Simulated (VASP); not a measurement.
Input of a VASP 6.6.1 run:

The input INCAR:

```
SYSTEM = Nb
PREC = Accurate
ENCUT = 520
EDIFF = 1E-6
ISMEAR = -1
SIGMA = 0.05
LREAL = .FALSE.
LASPH = .TRUE.
NELM = 60
ALGO = Normal
ISIF = 2
LWAVE = .FALSE.
LCHARG = .TRUE.
GGA = PS
LELF = .TRUE.
LVHAR = .TRUE.
NBANDS = 12
```

The input KPOINTS:

```
regular mesh
0
G
  13 13 13
  0 0 0
```

POSCAR

```
Nb
1.0
   -1.6360340000      1.6360340000      1.6360340000
    1.6360340000     -1.6360340000      1.6360340000
    1.6360340000      1.6360340000     -1.6360340000
Nb
1
Direct
    0.0000000000      0.0000000000      0.0000000000
```

Potentials or basis: VASP PAW PBE potentials, release 64 (Nb_sv).

Run with:

```sh
$ cat potpaw_PBE.64/Nb_sv/POTCAR > POTCAR
$ mpirun -np 1 vasp_std > vasp.out
```

Estimate the pressure.

-0.9 GPa.

Caveat: the PAW data sets were made with another functional, which shifts forces and pressure a little.
